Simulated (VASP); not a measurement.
# Be2Sb3P (Cm) in VASP: settings compared

Aim: see how the results for Be2Sb3P move with the level of theory and the settings. Levels: PBEsol, r2SCAN+rVV10. Tasks: single point, relaxation of cell and atoms.

Everything below comes from runs of VASP 6.6.1. Logs are shortened: lines on timing, memory, paths and dates and some standing lists are left out, and cuts for length are marked.

**1. The cell of the first run**

It takes space group Cm (No. 8, monoclinic). Conventional cell: a = 6.591 Å, b = 3.684 Å, c = 9.880 Å, α = 90.00°, β = 99.32°, γ = 90.00°. Be (site symmetry m) has 6 Sb at 2.50 to 2.64 Å within 3.3 Å. Within 2.8 Å of Be (site symmetry m) lie 3 P at 2.14 to 2.19 Å and 2 Sb at 2.54 to 2.71 Å. Within 3.3 Å of Sb (site symmetry m) lie 4 Be at 2.50 to 2.54 Å and 2 P at 3.26 Å. Within 4.1 Å of Sb (site symmetry m) lie 4 Be at 2.71 to 3.67 Å and 4 P at 2.84 to 4.01 Å and 9 Sb at 3.07 to 3.78 Å. Within 3.5 Å of Sb (site symmetry m) lie 3 Be at 2.57 to 2.64 Å and 6 Sb at 3.07 to 3.49 Å. Within 2.9 Å of P (site symmetry m) lie 3 Be at 2.14 to 2.19 Å and 2 Sb at 2.84 Å.

**2. Single point, PBEsol**

INCAR

```
PREC = Accurate ; ENCUT = 520
EDIFF = 1E-6 ; ISMEAR = -1
SIGMA = 0.03 ; LREAL = F
LASPH = T ; NELM = 60
ALGO = Normal ; ISIF = 2
LWAVE = F ; LCHARG = T
GGA = PS ; LELF = T
LVHAR = T ; NBANDS = 21
```

KPOINTS

```
regular mesh
0
Gamma
  6 6 2
```

POSCAR

```
Be2Sb3P
1.0
    3.2901993854     -1.8421805875     -0.1897630368
    3.2901993854      1.8421805875     -0.1897630368
   -1.0361033962      0.0000000000      9.8256917035
Be Sb P
2 3 1
Direct
    0.6851256855      0.6851256855      0.3534890605
    0.3360295979      0.3360295979      0.7308823735
    0.3883988182      0.3883988182      0.4822587813
    0.5860233463      0.5860233463      0.9769509854
    0.9852918449      0.9852918449      0.2060427094
    0.0191317073      0.0191317073      0.7550950899
```

Potentials or basis: VASP PAW PBE potentials, release 64 (Be, Sb, P).

Started as:

```console
cat potpaw_PBE.64/Be/POTCAR potpaw_PBE.64/Sb/POTCAR potpaw_PBE.64/P/POTCAR > POTCAR
mpirun -np 1 vasp_std > vasp.out
```

OUTCAR:

```text
PREC = Accurate
   ENCUT = 520
   EDIFF = 1E-6
   ISMEAR = -1
   LREAL = F
   LASPH = T
   NELM = 60
   ISIF = 2
   GGA = PS

 ion  position               nearest neighbor table
   1  0.685  0.685  0.353-   3 2.50   3 2.50   3 2.50   5 2.57   5 2.57   5 2.64
   2  0.336  0.336  0.731-   6 2.14   6 2.19   6 2.19   3 2.54   4 2.71
   3  0.388  0.388  0.482-   1 2.50   1 2.50   1 2.50   2 2.54   6 3.26   6 3.26   5 3.44   5 3.44
                             5 3.49
   4  0.586  0.586  0.977-   2 2.71   6 2.84   6 2.84   5 3.07   5 3.07   5 3.18
   5  0.985  0.985  0.206-   1 2.57   1 2.57   1 2.64   4 3.07   4 3.07   4 3.18   3 3.44   3 3.44
                             3 3.49
   6  0.019  0.019  0.755-   2 2.14   2 2.19   2 2.19   4 2.84   4 2.84   3 3.26   3 3.26

  LATTYP: Found a base centered monoclinic cell.
 ALAT       =     6.5913343128
 B/A-ratio  =     0.5589704603
 C/A-ratio  =     1.4989633260
 COS(beta)  =    -0.1619550675

  Lattice vectors:

 A1 = (   3.2901993854,  -1.8421805875,  -0.1897630368)
 A2 = (   3.2901993854,   1.8421805875,  -0.1897630368)
 A3 = (  -1.0361033962,   0.0000000000,   9.8256917035)

Analysis of symmetry for initial positions (statically):
=====================================================================
 Subroutine PRICEL returns:
 Original cell was already a primitive cell.

 Routine SETGRP: Setting up the symmetry group for a
 base centered monoclinic supercell.

 Subroutine GETGRP returns: Found  2 space group operations
 (whereof  2 operations were pure point group operations)
 out of a pool of  4 trial point group operations.

The static configuration has the point symmetry C_1h.

Analysis of symmetry for dynamics (positions and initial velocities):
=====================================================================
 Subroutine PRICEL returns:
 Original cell was already a primitive cell.

 Routine SETGRP: Setting up the symmetry group for a
 base centered monoclinic supercell.

 Subroutine GETGRP returns: Found  2 space group operations
 (whereof  2 operations were pure point group operations)
 out of a pool of  4 trial point group operations.

The dynamic configuration has the point symmetry C_1h.

 Subroutine INISYM returns: Found  2 space group operations
 (whereof  2 operations are pure point group operations),
 and found     1 'primitive' translations

----------------------------------------------------------------------------------------

                                     Primitive cell

  volume of cell :     118.3854

  direct lattice vectors                    reciprocal lattice vectors
     3.290199385 -1.842180587 -0.189763037     0.152896353 -0.271417473  0.016122675
     3.290199385  1.842180587 -0.189763037     0.152896353  0.271417473  0.016122675
    -1.036103396  0.000000000  9.825691704     0.005905758  0.000000000  0.102396758

  length of vectors
     3.775586222  3.775586222  9.880168404     0.311936981  0.311936981  0.102566925

  position of ions in fractional coordinates (direct lattice)
     0.685125685  0.685125685  0.353489061
     0.336029598  0.336029598  0.730882374
     0.388398818  0.388398818  0.482258781
     0.586023346  0.586023346  0.976950985
     0.985291845  0.985291845  0.206042709
     0.019131707  0.019131707  0.755095090

  ion indices of the primitive-cell ions
   primitive index   ion index
                 1           1
                 2           2
                 3           3
                 4           4
                 5           5
                 6           6

----------------------------------------------------------------------------------------

 KPOINTS: regular mesh

Automatic generation of k-mesh.
 Grid dimensions read from file:
 generate k-points for:    6    6    2

 Generating k-lattice:

  Cartesian coordinates                     Fractional coordinates (reciprocal lattice)
     0.025482726 -0.045236246  0.002687112     0.166666667  0.000000000 -0.000000000
     0.025482726  0.045236246  0.002687112     0.000000000  0.166666667 -0.000000000
     0.002952879  0.000000000  0.051198379    -0.000000000 -0.000000000  0.500000000

  Length of vectors
     0.051989497  0.051989497  0.051283462

  Shift w.r.t. Gamma in fractional coordinates (k-lattice)
     0.000000000  0.000000000  0.000000000

 Subroutine IBZKPT returns following result:
 ===========================================

 Found     26 irreducible k-points:

 Following reciprocal coordinates:
            Coordinates               Weight
  0.000000  0.000000  0.000000      1.000000
  0.166667 -0.000000 -0.000000      4.000000
  0.333333  0.000000  0.000000      4.000000
  0.500000  0.000000  0.000000      2.000000
  0.166667  0.166667 -0.000000      2.000000
  0.333333  0.166667  0.000000      4.000000
[... 16 lines left out ...]
  0.333333  0.333333  0.500000      2.000000
  0.500000  0.333333  0.500000      4.000000
 [... further k-points ...]
   k-points           NKPTS =     26   k-points in BZ     NKDIM =     26   number of bands    NBANDS=     21
   number of dos      NEDOS =    301   number of ions     NIONS =      6
   total plane-waves  NPLWV =  62720
   dimension x,y,z NGX =    28 NGY =   28 NGZ =   80
   dimension x,y,z NGXF=    56 NGYF=   56 NGZF=  160
   ions per type =               2   3   1
   NGX,Y,Z   is equivalent  to a cutoff of  12.33, 12.33, 13.46 a.u.
   NGXF,Y,Z  is equivalent  to a cutoff of  24.66, 24.66, 26.92 a.u.
 SYSTEM =  unknown system
   PREC   = accura    normal or accurate (medium, high low for compatibility)
   ISTART =      0    job   : 0-new  1-cont  2-samecut
   ICHARG =      2    charge: 1-file 2-atom 10-const
   ISPIN  =      1    spin polarized calculation?
   LNONCOLLINEAR =      F non collinear calculations
   LSORBIT =      F    spin-orbit coupling
   LASPH  =      T    aspherical Exc in radial PAW
   ENCUT  =  520.0 eV  38.22 Ry    6.18 a.u.   7.02  7.02 18.37*2*pi/ulx,y,z
   NELM   =     60;   NELMIN=  2; NELMDL= -5     # of ELM steps
   EDIFF  = 0.1E-05   stopping-criterion for ELM
   LREAL  =      F    real-space projection
   EDIFFG = 0.1E-04   stopping-criterion for IOM
   NSW    =      0    number of steps for IOM
   IBRION =     -1    ionic relax: 0-MD 1-quasi-New 2-CG
   NFREE  =      0    steps in history (QN), initial steepest desc. (CG)
   ISIF   =      2    stress and relaxation
   ISYM   =      2    0-nonsym 1-usesym 2-fastsym
   POTIM  = 0.5000    time-step for ionic-motion
   TEBEG  =    0.0;   TEEND  =   0.0 temperature during run
   PSTRESS=    0.0 pullay stress
   NELECT =      24.0000    total number of electrons
   NUPDOWN=      -1.0000    fix difference up-down
   EMIN   =  10.00;   EMAX   =-10.00  energy-range for DOS
   EFERMI =   0.00;   METHOD = LEGACY
   ISMEAR =    -1;   SIGMA  =   0.03  broadening in eV -4-tet -1-fermi 0-gaus
   EFERMI_NEDOS =   21; number of points for ismear=-14 and -15
   IALGO  =     38    algorithm
   IMIX   =      4    mixing-type and parameters
     AMIX     =   0.40;   BMIX     =  1.00
     AMIX_MAG =   1.60;   BMIX_MAG =  1.00
  volume/ion in A,a.u.               =      19.73       133.15
  Fermi-wavevector in a.u.,A,eV,Ry     =   0.961714  1.817376 12.583939  0.924893
  Thomas-Fermi vector in A             =   2.091110
   LORBIT       =      0    0 simple, 1 ext, 2 COOP (PROOUT), +10 PAW based schemes
   GGA     = PS    functional components
   LHFCALC =     F    Hartree Fock is set to
   AEXX    =    0.0000 exact exchange contribution
   IVDW    =     0    specifies the selected vdW correction
   LEPSILON=     F    determine dielectric tensor
   LRPA    =     F    only Hartree local field effects (RPA)
 non-spin polarized calculation
  energy-cutoff  :      520.00
  volume of cell :      118.39
 maximum number of plane-waves:      3216
   NGX = 15   NGY = 15   NGZ = 37

 number of electron      24.0000001 magnetization

 Free energy of the ion-electron system (eV)
  ---------------------------------------------------
  ext. energy  EPLUGINS =         0.00000000
  ---------------------------------------------------
  free energy    TOTEN  =       -26.39332656 eV

  energy without entropy =      -26.38760595  energy(sigma->0) =      -26.39046625

 E-fermi :   7.4892     XC(G=0): -10.1835

 val. band max:        7.4661065959   @ k =   0.5000   0.5000  -0.0000
 cond. band min:       7.5103874809   @ k =   0.5000   0.1667   0.5000
 fundamental gap:      0.0442808850
 Fermi energy:         7.4891939970

 k-point     1 :       0.0000    0.0000    0.0000
  band No.  band energies     occupation
      1      -5.5827      2.00000
      2      -4.2826      2.00000
      3      -3.6798      2.00000
      4      -0.3504      2.00000
      5       1.8858      2.00000
      6       5.7893      2.00000
[... 13 lines left out ...]
     20      12.3055      0.00000
     21      12.6095      0.00000

 k-point     2 :       0.1667   -0.0000   -0.0000
  band No.  band energies     occupation
      1      -5.2274      2.00000
      2      -3.9737      2.00000
      3      -3.3139      2.00000
      4      -0.2717      2.00000
      5       2.2737      2.00000
      6       4.1409      2.00000
[... 13 lines left out ...]
     20      12.6451      0.00000
     21      12.8695      0.00000

 k-point     3 :       0.3333    0.0000    0.0000
  band No.  band energies     occupation
      1      -4.2064      2.00000
      2      -3.1225      2.00000
      3      -2.3415      2.00000
      4      -0.6461      2.00000
      5       2.2910      2.00000
      6       2.8150      2.00000
[... 13 lines left out ...]
     20      12.6244      0.00000
     21      13.7881      0.00000
[... 457 lines left out ...]
 k-point    23 :       0.3333    0.3333    0.5000
  band No.  band energies     occupation
      1      -4.4532      2.00000
      2      -3.5960      2.00000
      3      -1.8549      2.00000
      4      -0.6298      2.00000
      5       2.1478      2.00000
      6       2.7120      2.00000
[... 13 lines left out ...]
     20      13.7722      0.00000
     21      14.2755      0.00000

 k-point    24 :       0.5000    0.3333    0.5000
  band No.  band energies     occupation
      1      -3.8714      2.00000
      2      -2.7550      2.00000
      3      -1.4697      2.00000
      4      -0.6721      2.00000
      5       1.7160      2.00000
      6       2.2652      2.00000
[... 13 lines left out ...]
     20      13.4451      0.00000
     21      13.9597      0.00000

 [... further k-points ...]

------------------------ aborting loop because EDIFF is reached ----------------------------------------

  FORCE on cell =-STRESS in cart. coord.  units (eV):
  Direction    XX          YY          ZZ          XY          YZ          ZX
  --------------------------------------------------------------------------------------
  -------------------------------------------------------------------------------------
  Total        0.1217545      0.1390589      0.1680425      0.0000000      0.0000000      0.0105915
  in kB        1.6477736      1.8819640      2.2742153      0.0000000      0.0000000      0.1433404
  external PRESSURE =       1.9346510 kB  Pullay stress =       0.0000000 kB

 VOLUME and BASIS-vectors are now :
 -----------------------------------------------------------------------------
  energy-cutoff  :      520.00
  volume of cell :      118.39
      direct lattice vectors                 reciprocal lattice vectors
     3.290199385 -1.842180587 -0.189763037     0.152896353 -0.271417473  0.016122675
     3.290199385  1.842180587 -0.189763037     0.152896353  0.271417473  0.016122675
    -1.036103396  0.000000000  9.825691704     0.005905758  0.000000000  0.102396758

 POSITION                                       TOTAL-FORCE (eV/Angst)
 -----------------------------------------------------------------------------------
      4.14215      0.00000      3.21325         0.002639      0.000000     -0.012268
      1.45394      0.00000      7.05389        -0.006531      0.000000      0.006696
      2.05615      0.00000      4.59112         0.008401      0.000000      0.016880
      2.84405      0.00000      9.37681         0.005598      0.000000      0.000542
      6.27013      0.00000      1.65057        -0.007268      0.000000     -0.008695
     -0.65646      0.00000      7.41207        -0.002840      0.000000     -0.003155
 -----------------------------------------------------------------------------------
    total drift:                                0.000230      0.000000      0.000246

  FREE ENERGIE OF THE ION-ELECTRON SYSTEM (eV)
  ---------------------------------------------------
  free  energy   TOTEN  =       -26.3933265560 eV

  energy  without entropy=      -26.3876059479  energy(sigma->0) =      -26.39046625
```

It took 50 s on 1 thread of Intel Xeon 6975P-C (Granite Rapids), shared host; peak memory 0.26 GiB.

Results:

```yaml
Free_energy: -26.3933 eV
Pressure: 0.2 GPa
Largest_force: 0.019 eV/Å
Band_gap_on_the_k_mesh: zero (bands 12 and 13 overlap by 2.09 eV)
```

Forces in eV/Å, atoms in the order of the input:
```
Be   0.003  0.000 -0.012
Be  -0.007  0.000  0.007
Sb   0.008  0.000  0.017
Sb   0.006  0.000  0.001
Sb  -0.007  0.000 -0.009
P   -0.003  0.000 -0.003
```

Caveat: the PAW data sets were made with another functional, which shifts forces and pressure a little; spin-orbit coupling is left out, which moves the levels of the heavy elements.

(Part 1 of 2 ends here.)

The gap in the log of VASP goes by the Fermi energy; the results here count the filled bands.